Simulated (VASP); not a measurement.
# ZrTa2C2 (P-3m1) in VASP: notebook, part 3 of 3

VASP 6.6.1. The steps go on from the part before.

**5. Single point, PBE**

This run uses another cell than the first one, of 13.72 Å³/atom.

The input, INCAR:

```
  ALGO = Normal
  EDIFF = 1E-7
  ENCUT = 520
  GGA = PE
  ISIF = 2
  ISMEAR = 0
  LASPH = T
  LCHARG = T
  LELF = T
  LREAL = F
  LVHAR = T
  LWAVE = F
  NBANDS = 29
  NELM = 100
  PREC = Accurate
  SIGMA = 0.1
```

The input, KPOINTS:

```
k-points
0
Gamma
  12 12 6
```

The input, POSCAR:

```
ZrTa2C2
1.0
    3.2076393743      0.0000000000      0.0000000000
   -1.6038196872      2.7778971844      0.0000000000
    0.0000000000      0.0000000000      7.7004607709
Zr Ta C
1 2 2
Direct
    0.0000000000      0.0000000000      0.0000000000
    0.3333333333      0.6666666667      0.3334491846
    0.6666666667      0.3333333333      0.6665508154
    0.3333333333      0.6666666667      0.8111561241
    0.6666666667      0.3333333333      0.1888438759
```

Potentials or basis: VASP PAW PBE potentials, release 64 (Zr_sv, Ta_pv, C).

Command:

```sh
$ cat potpaw_PBE.64/Zr_sv/POTCAR potpaw_PBE.64/Ta_pv/POTCAR potpaw_PBE.64/C/POTCAR > POTCAR
$ mpirun -np 1 vasp_std > vasp.out
```

OUTCAR:

```text
EDIFF = 1E-7
   ENCUT = 520
   GGA = PE
   ISIF = 2
   ISMEAR = 0
   LASPH = T
   LREAL = F
   NELM = 100
   PREC = Accurate

 ion  position               nearest neighbor table
   1  0.000  0.000  0.000-   4 2.35   5 2.35   5 2.35   4 2.35   5 2.35   4 2.35   2 3.17   3 3.17
                             2 3.17   3 3.17   3 3.17   2 3.17
   2  0.333  0.667  0.333-   5 2.16   5 2.16   5 2.16   3 3.16   3 3.16   3 3.16   1 3.17   1 3.17
                             1 3.17
   3  0.667  0.333  0.667-   4 2.16   4 2.16   4 2.16   2 3.16   2 3.16   2 3.16   1 3.17   1 3.17
                             1 3.17
   4  0.333  0.667  0.811-   3 2.16   3 2.16   3 2.16   1 2.35   1 2.35   1 2.35
   5  0.667  0.333  0.189-   2 2.16   2 2.16   2 2.16   1 2.35   1 2.35   1 2.35

  LATTYP: Found a hexagonal cell.
 ALAT       =     3.2076393743
 C/A-ratio  =     2.4006628777

  Lattice vectors:

 A1 = (   3.2076393743,   0.0000000000,   0.0000000000)
 A2 = (  -1.6038196872,   2.7778971844,   0.0000000000)
 A3 = (   0.0000000000,   0.0000000000,   7.7004607709)

Analysis of symmetry for initial positions (statically):
=====================================================================
 Subroutine PRICEL returns:
 Original cell was already a primitive cell.

 Routine SETGRP: Setting up the symmetry group for a
 hexagonal supercell.

 Subroutine GETGRP returns: Found 12 space group operations
 (whereof 12 operations were pure point group operations)
 out of a pool of 24 trial point group operations.

The static configuration has the point symmetry D_3d.

Analysis of symmetry for dynamics (positions and initial velocities):
=====================================================================
 Subroutine PRICEL returns:
 Original cell was already a primitive cell.

 Routine SETGRP: Setting up the symmetry group for a
 hexagonal supercell.

 Subroutine GETGRP returns: Found 12 space group operations
 (whereof 12 operations were pure point group operations)
 out of a pool of 24 trial point group operations.

The dynamic configuration has the point symmetry D_3d.

 Subroutine INISYM returns: Found 12 space group operations
 (whereof 12 operations are pure point group operations),
 and found     1 'primitive' translations

----------------------------------------------------------------------------------------

                                     Primitive cell

  volume of cell :      68.6149

  direct lattice vectors                    reciprocal lattice vectors
     3.207639374  0.000000000  0.000000000     0.311755744  0.179992263  0.000000000
    -1.603819687  2.777897184  0.000000000     0.000000000  0.359984526  0.000000000
     0.000000000  0.000000000  7.700460771     0.000000000  0.000000000  0.129862359

  length of vectors
     3.207639374  3.207639374  7.700460771     0.359984526  0.359984526  0.129862359

  position of ions in fractional coordinates (direct lattice)
     0.000000000  0.000000000  0.000000000
     0.333333333  0.666666667  0.333449185
     0.666666667  0.333333333  0.666550815
     0.333333333  0.666666667  0.811156124
     0.666666667  0.333333333  0.188843876

  ion indices of the primitive-cell ions
   primitive index   ion index
                 1           1
                 2           2
[... 31 lines left out ...]
            Coordinates               Weight
  0.000000  0.000000  0.000000      1.000000
  0.083333  0.000000  0.000000      6.000000
  0.166667 -0.000000  0.000000      6.000000
  0.250000  0.000000  0.000000      6.000000
  0.333333  0.000000  0.000000      6.000000
  0.416667 -0.000000  0.000000      6.000000
[... 16 lines left out ...]
  0.166667 -0.000000  0.166667      6.000000
  0.000000  0.166667  0.166667      6.000000
 [... further k-points ...]
   k-points           NKPTS =    100   k-points in BZ     NKDIM =    100   number of bands    NBANDS=     29
   number of dos      NEDOS =    301   number of ions     NIONS =      5
   total plane-waves  NPLWV =  34560
   dimension x,y,z NGX =    24 NGY =   24 NGZ =   60
[... 18 lines left out ...]
   IBRION =     -1    ionic relax: 0-MD 1-quasi-New 2-CG
   NFREE  =      0    steps in history (QN), initial steepest desc. (CG)
   ISIF   =      2    stress and relaxation
   ISYM   =      2    0-nonsym 1-usesym 2-fastsym
   POTIM  = 0.5000    time-step for ionic-motion
   TEBEG  =    0.0;   TEEND  =   0.0 temperature during run
   PSTRESS=    0.0 pullay stress
   NELECT =      42.0000    total number of electrons
   NUPDOWN=      -1.0000    fix difference up-down
   EMIN   =  10.00;   EMAX   =-10.00  energy-range for DOS
   EFERMI =   0.00;   METHOD = LEGACY
   ISMEAR =     0;   SIGMA  =   0.10  broadening in eV -4-tet -1-fermi 0-gaus
   EFERMI_NEDOS =   21; number of points for ismear=-14 and -15
   IALGO  =     38    algorithm
   IMIX   =      4    mixing-type and parameters
     AMIX     =   0.40;   BMIX     =  1.00
     AMIX_MAG =   1.60;   BMIX_MAG =  1.00
  volume/ion in A,a.u.               =      13.72        92.61
  Fermi-wavevector in a.u.,A,eV,Ry     =   1.390012  2.626741 26.288259  1.932133
  Thomas-Fermi vector in A             =   2.513988
   LORBIT       =      0    0 simple, 1 ext, 2 COOP (PROOUT), +10 PAW based schemes
   GGA     = PE    functional components
   LHFCALC =     F    Hartree Fock is set to
   AEXX    =    0.0000 exact exchange contribution
   IVDW    =     0    specifies the selected vdW correction
   LEPSILON=     F    determine dielectric tensor
   LRPA    =     F    only Hartree local field effects (RPA)
 non-spin polarized calculation
 Gauss-broadening in eV      SIGMA  =   0.10
  energy-cutoff  :      520.00
  volume of cell :       68.61
 maximum number of plane-waves:      1872
   NGX = 11   NGY = 11   NGZ = 29

 number of electron      42.0000008 magnetization

 Free energy of the ion-electron system (eV)
  ---------------------------------------------------
  ext. energy  EPLUGINS =         0.00000000
  ---------------------------------------------------
  free energy    TOTEN  =       -53.71949876 eV

  energy without entropy =      -53.70668338  energy(sigma->0) =      -53.71309107

 E-fermi :   7.7166     XC(G=0): -12.4091

 val. band max:        7.7141517425   @ k =   0.1667  -0.0000   0.1667
 cond. band min:       7.7224110692   @ k =   0.5000   0.0000   0.0000
 fundamental gap:      0.0082593266
 Fermi energy:         7.7165693072

 k-point     1 :       0.0000    0.0000    0.0000
  band No.  band energies     occupation
      1     -40.7316      2.00000
      2     -26.8094      2.00000
      3     -26.5582      2.00000
      4     -26.5582      2.00000
      5     -26.5525      2.00000
      6     -26.5183      2.00000
[... 757 lines left out ...]
     28      11.3543      0.00000
     29      11.9676      0.00000

 [... further k-points ...]

------------------------ aborting loop because EDIFF is reached ----------------------------------------

  FORCE on cell =-STRESS in cart. coord.  units (eV):
  Direction    XX          YY          ZZ          XY          YZ          ZX
  --------------------------------------------------------------------------------------
  -------------------------------------------------------------------------------------
  Total        0.1516285      0.1516285      0.1142991     -0.0000000      0.0000000      0.0000000
  in kB        3.5405696      3.5405696      2.6689171     -0.0000000      0.0000000      0.0000000
  external PRESSURE =       3.2500187 kB  Pullay stress =       0.0000000 kB

 VOLUME and BASIS-vectors are now :
 -----------------------------------------------------------------------------
  energy-cutoff  :      520.00
  volume of cell :       68.61
      direct lattice vectors                 reciprocal lattice vectors
     3.207639374  0.000000000  0.000000000     0.311755744  0.179992263  0.000000000
    -1.603819687  2.777897184  0.000000000     0.000000000  0.359984526  0.000000000
     0.000000000  0.000000000  7.700460771     0.000000000  0.000000000  0.129862359

 POSITION                                       TOTAL-FORCE (eV/Angst)
 -----------------------------------------------------------------------------------
      0.00000      0.00000      0.00000        -0.000000      0.000000     -0.000000
     -0.00000      1.85193      2.56771        -0.000000      0.000000      0.028744
      1.60382      0.92597      5.13275        -0.000000     -0.000000     -0.028744
     -0.00000      1.85193      6.24628         0.000000      0.000000      0.013677
      1.60382      0.92597      1.45418         0.000000      0.000000     -0.013677
 -----------------------------------------------------------------------------------
    total drift:                                0.000000      0.000000      0.000000

  FREE ENERGIE OF THE ION-ELECTRON SYSTEM (eV)
  ---------------------------------------------------
  free  energy   TOTEN  =       -53.7194987623 eV

  energy  without entropy=      -53.7066833803  energy(sigma->0) =      -53.71309107
```

stdout:

```text
POSCAR found type information on POSCAR ZrTaC
 POSCAR found :  3 types and       5 ions
 scaLAPACK will be used
 LDA part: xc-table for (Slater+PW92), standard interpolation
 POSCAR, INCAR and KPOINTS ok, starting setup
 FFT: planning ... GRIDC
 FFT: planning ... GRID_SOFT
 FFT: planning ... GRID
 WAVECAR not read
 entering main loop
```

Run time: 4.9 min. Hardware: 1 thread of Intel Xeon 8259CL, shared host; peak memory 0.32 GiB.

Results:

- Free energy: -53.7195 eV
- Pressure: 0.3 GPa
- Largest force: 0.029 eV/Å
- Band gap on the k mesh: zero (bands 21 and 22 overlap by 0.64 eV)

Forces on the atoms (eV/Å):
```
Zr   0.000  0.000  0.000
Ta   0.000  0.000  0.029
Ta   0.000  0.000 -0.029
C    0.000  0.000  0.014
C    0.000  0.000 -0.014
```

Stress tensor (GPa, compression positive):
```
0.35 0.00 0.00
0.00 0.35 0.00
0.00 0.00 0.27
```

Levels at points of the mesh, in eV from the Fermi level:
| k point | band 18 | band 19 | band 20 | band 21 | band 22 | band 23 | band 24 | band 25 |
| --- | --- | --- | --- | --- | --- | --- | --- | --- |
| (0.00, 0.00, 0.00) | -2.94 | -2.18 | 0.07 | 0.07 | 0.28 | 2.23 | 2.23 | 2.30 |
| (0.50, 0.00, 0.00) | -2.87 | -2.67 | -1.67 | 0.01 | 1.50 | 2.89 | 2.89 | 3.70 |
| (0.00, 0.00, 0.50) | -2.70 | -1.49 | -0.37 | 0.52 | 0.52 | 0.91 | 0.91 | 2.08 |
| (0.50, 0.00, 0.50) | -2.50 | -2.41 | -1.82 | -0.14 | 0.75 | 2.40 | 3.50 | 3.62 |

Caveat: spin-orbit coupling is left out, which moves the levels of the heavy elements.

**6. Relaxation of cell and atoms, PBE**

The input, INCAR:

```
SYSTEM = ZrTa2C2
ALGO = Normal
EDIFF = 1E-6
EDIFFG = -0.04
ENCUT = 600
GGA = PE
IBRION = 2
ISIF = 3
ISMEAR = 0
LASPH = .True.
LCHARG = .False.
LREAL = .False.
LWAVE = .False.
NELM = 80
NSW = 90
PREC = Accurate
SIGMA = 0.1
```

The input, KPOINTS:

```
k-points
0
Gamma
  6 6 4
  0 0 0
```

The input, POSCAR:

```
ZrTa2C2
1.0
    3.5281359000      0.0000000000      0.0000000000
   -1.7640679500      3.0554553200      0.0000000000
    0.0000000000      0.0000000000      6.2553699000
Zr Ta C
1 2 2
Direct
    0.0000000000      0.0000000000      0.0000000000
    0.3333333300      0.6666666700      0.2909138500
    0.6666666700      0.3333333300      0.7090861500
    0.3333333300      0.6666666700      0.6253127500
    0.6666666700      0.3333333300      0.3746872500
```

Potentials or basis: VASP PAW PBE potentials, release 64 (Zr_sv, Ta_pv, C).

Command:

```sh
$ cat potpaw_PBE.64/Zr_sv/POTCAR potpaw_PBE.64/Ta_pv/POTCAR potpaw_PBE.64/C/POTCAR > POTCAR
$ mpirun -np 1 vasp_std > vasp.out
```

It took 37 min on 1 thread of Intel Xeon 8259CL, shared host; peak memory 0.25 GiB.

The run converged. Its results:

```
Free energy                           : -53.7289 eV
Relaxed volume                        : 13.73 Å³/atom
Relaxed cell                          : a = 3.211 Å, b = 3.211 Å, c = 7.687 Å, α = 90.00°, β = 90.00°, γ = 120.00°
Space group after relaxing (to 0.1 Å) : P-3m1 (No. 164)
Energy gained by relaxing             : 1477.1 meV/atom
Ionic steps                           : 47
Pressure after relaxing               : -0.2 GPa
Largest force after relaxing          : 0.023 eV/Å
Band gap on the k mesh                : zero (bands 21 and 22 overlap by 0.64 eV)
```

Forces on the atoms (eV/Å):
```
Zr   0.000  0.000  0.000
Ta   0.000  0.000  0.018
Ta   0.000  0.000 -0.018
C    0.000  0.000  0.023
C    0.000  0.000 -0.023
```

Stress tensor (GPa, compression positive):
```
-0.39  0.00  0.00
 0.00 -0.39  0.00
 0.00  0.00  0.16
```

The path:
```csv
step,energy change (eV),largest force (eV/Å),pressure (GPa),volume (Å³)
1,0.0000,3.7815,29.45,67.43
3,-2.1351,3.1890,-11.76,83.57
5,-3.9540,3.3212,1.35,77.16
7,-4.9072,1.9718,-0.94,75.13
9,-5.4020,2.0758,2.76,70.39
11,-5.7195,0.5124,-0.11,69.35
13,-5.8686,0.6626,0.78,69.46
15,-5.9044,0.3047,-3.44,70.41
17,-5.9398,0.3415,-0.55,69.23
19,-5.9646,0.7249,4.30,67.39
21,-6.0703,0.5761,5.96,66.58
23,-6.0559,3.2913,22.07,63.10
25,-6.3729,1.1463,13.72,64.51
27,-6.3965,1.4360,14.29,64.43
29,-6.3999,1.6930,14.72,64.37
31,-6.4785,1.6910,13.18,64.73
33,-6.7740,1.7007,6.45,66.34
35,-6.9391,1.9342,-13.45,72.75
37,-7.1497,1.6821,-5.43,69.85
39,-7.3068,0.9374,1.55,68.18
41,-7.3683,0.3352,-1.32,69.05
43,-7.3742,0.1072,-2.49,69.46
45,-7.3830,0.2033,0.20,68.68
47,-7.3856,0.0225,-0.21,68.65
```

Final structure:
```
Zr Ta C
1.0
     3.21124    0.00000    0.00000
    -1.60562    2.78101    0.00000
     0.00000    0.00000    7.68734
Zr Ta C
1 2 2
Cartesian
  0.0000 0.0000 0.0000
  0.0000 1.8540 2.5660
  1.6056 0.9270 5.1213
  0.0000 1.8540 6.2374
  1.6056 0.9270 1.4499
```

Levels at points of the mesh, in eV from the Fermi level:
```tsv
k point	band 17	band 18	band 19	band 20	band 21	band 22	band 23	band 24	band 25
(0.00, 0.00, 0.00)	-2.87	-2.87	-2.13	0.10	0.10	0.36	2.28	2.28	2.35
(0.50, 0.00, 0.00)	-2.88	-2.82	-2.61	-1.65	0.04	1.55	2.90	2.95	3.74
(0.00, 0.00, 0.50)	-2.63	-2.63	-1.43	-0.30	0.57	0.57	0.93	0.93	2.12
(0.50, 0.00, 0.50)	-3.28	-2.43	-2.34	-1.80	-0.11	0.79	2.41	3.57	3.66
```

Caveat: a cell axis changed by over 15 % at a fixed basis, so the end point is rough; spin-orbit coupling is left out, which moves the levels of the heavy elements.

**7. Relaxation of cell and atoms, PBE**

This run uses another cell than the first one, of 13.70 Å³/atom.

The input, INCAR:

```
SYSTEM = ZrTa2C2
PREC     = Accurate       ! precision mode
ENCUT    = 600            ! plane-wave cutoff, eV
EDIFF    = 1E-7           ! SCF threshold, eV
ISMEAR   = 0              ! smearing method
SIGMA    = 0.1            ! smearing width, eV
LREAL    = .False.        ! projectors in reciprocal space
LASPH    = .True.         ! aspherical terms in the spheres
NELM     = 60             ! most SCF steps
ALGO     = Normal         ! electronic algorithm
ISIF     = 3              ! what is computed and relaxed
LWAVE    = .False.        ! write WAVECAR
LCHARG   = .False.        ! write CHGCAR
GGA      = PE             ! functional
IBRION   = 2              ! ionic algorithm
NSW      = 100            ! ionic steps
EDIFFG   = -0.01          ! ionic threshold
```

The input, KPOINTS:

```
regular mesh
0
Gamma
  12 12 6
  0 0 0
```

The input, POSCAR:

```
ZrTa2C2
1.0
    3.2065482528      0.0000000000      0.0000000000
   -1.6032741264      2.7769522454      0.0000000000
    0.0000000000      0.0000000000      7.6927368604
Zr Ta C
1 2 2
Direct
    0.0000000000      0.0000000000      0.0000000000
    0.3333333333      0.6666666667      0.3339131895
    0.6666666667      0.3333333333      0.6660868105
    0.3333333333      0.6666666667      0.8116054332
    0.6666666667      0.3333333333      0.1883945668
```

Command:

```sh
$ cat potpaw_PBE.64/Zr_sv/POTCAR potpaw_PBE.64/Ta_pv/POTCAR potpaw_PBE.64/C/POTCAR > POTCAR
$ mpirun -np 1 vasp_std > vasp.out
```

It took 17 min on 1 thread of Intel Xeon 8259CL, shared host; peak memory 0.39 GiB.

It converged, with:

```
Free energy                           : -53.7223 eV
Relaxed volume                        : 13.73 Å³/atom
Relaxed cell                          : a = 3.208 Å, b = 3.208 Å, c = 7.703 Å, α = 90.00°, β = 90.00°, γ = 120.00°
Space group after relaxing (to 0.1 Å) : P-3m1 (No. 164)
Energy gained by relaxing             : 0.1 meV/atom
Ionic steps                           : 5
Pressure after relaxing               : 0.0 GPa
Largest force after relaxing          : 0.003 eV/Å
Band gap on the k mesh                : zero (bands 21 and 22 overlap by 0.65 eV)
```

Forces on the atoms (eV/Å):
```
Zr   0.000  0.000  0.000
Ta   0.000  0.000  0.001
Ta   0.000  0.000 -0.001
C    0.000  0.000 -0.003
C    0.000  0.000  0.003
```

Stress tensor (GPa, compression positive):
```
 0.04  0.00  0.00
 0.00  0.04  0.00
 0.00  0.00 -0.04
```

Step by step:
| step | energy change (eV) | largest force (eV/Å) | pressure (GPa) | volume (Å³) |
| --- | --- | --- | --- | --- |
| 1 | 0.0000 | 0.0463 | 0.46 | 68.50 |
| 2 | 0.0001 | 0.0476 | -0.81 | 68.89 |
| 3 | -0.0004 | 0.0435 | -0.14 | 68.68 |
| 4 | -0.0005 | 0.0137 | 0.06 | 68.67 |
| 5 | -0.0005 | 0.0034 | 0.01 | 68.67 |

Final structure:
```yaml
crystal:
  lattice:
    - [3.20839, 0.00000, 0.00000]
    - [-1.60420, 2.77855, 0.00000]
    - [0.00000, 0.00000, 7.70327]
  atoms:
    - { symbol: Zr, position: [0.00000, 0.00000, 0.00000] }
    - { symbol: Ta, position: [0.33333, 0.66667, 0.33356] }
    - { symbol: Ta, position: [0.66667, 0.33333, 0.66644] }
    - { symbol: C, position: [0.33333, 0.66667, 0.81126] }
    - { symbol: C, position: [0.66667, 0.33333, 0.18874] }
```

Levels at points of the mesh, in eV from the Fermi level:
```csv
k point,band 18,band 19,band 20,band 21,band 22,band 23,band 24,band 25
"(0.00, 0.00, 0.00)",-2.93,-2.17,0.07,0.07,0.28,2.23,2.23,2.30
"(0.50, 0.00, 0.00)",-2.87,-2.67,-1.67,0.01,1.49,2.88,2.88,3.70
"(0.00, 0.00, 0.50)",-2.69,-1.49,-0.37,0.52,0.52,0.91,0.91,2.08
"(0.50, 0.00, 0.50)",-2.50,-2.40,-1.82,-0.14,0.74,2.39,3.49,3.62
```

Caveat: spin-orbit coupling is left out, which moves the levels of the heavy elements.

**8. Overview**

| task | spin | cell | k mesh | cutoff (eV) | gap on the mesh (eV) | pressure (GPa) | relaxed volume (Å³/atom) | largest force (eV/Å) |
| --- | --- | --- | --- | --- | --- | --- | --- | --- |
| single point | off | a = 3.528, b = 3.528, c = 6.255 Å, angles 90.0, 90.0, 120.0°, 5 atoms, atomic positions A | 6 × 6 × 4 | 520 | none | 29.5 | - | 3.78 |
| single point | off | a = 3.207, b = 3.207, c = 7.693 Å, angles 90.0, 90.0, 120.0°, 5 atoms, atomic positions B | 6 × 6 × 4 | 520 | none | 0.4 | - | 0.03 |
| single point | collinear | a = 3.207, b = 3.207, c = 7.693 Å, angles 90.0, 90.0, 120.0°, 5 atoms, atomic positions B | 6 × 6 × 2 | 520 | none | 0.4 | - | 0.04 |
| single point | off | a = 3.208, b = 3.208, c = 7.700 Å, angles 90.0, 90.0, 120.0°, 5 atoms, atomic positions B | 12 × 12 × 6 | 520 | none | 0.3 | - | 0.03 |
| relaxation of cell and atoms | off | relaxed from a = 3.528, b = 3.528, c = 6.255 Å, angles 90.0, 90.0, 120.0°, 5 atoms, atomic positions A | 6 × 6 × 4 | 600 | none | -0.2 | 13.73 | 0.02 |
| relaxation of cell and atoms | off | relaxed from a = 3.207, b = 3.207, c = 7.693 Å, angles 90.0, 90.0, 120.0°, 5 atoms, atomic positions B | 12 × 12 × 6 | 600 | none | 0.0 | 13.73 | - |

Alike in all rows: level PBE; potentials or basis VASP PAW PBE potentials, release 64 (Zr_sv, Ta_pv, C); smearing gaussian 0.1 eV.

Caveats: some runs use coarse meshes; spin-orbit coupling is left out, which moves the levels of the heavy elements; the cell stands under pressure (at least some runs); forces of over 1 eV/Å act on the atoms, so gaps and moduli don't describe the material at rest (at least some runs); a cell axis changed by over 15 % at a fixed basis, so the end point is rough (at least some runs).

Total energies depend on the potentials used, so only differences within one code and one set of settings carry meaning.
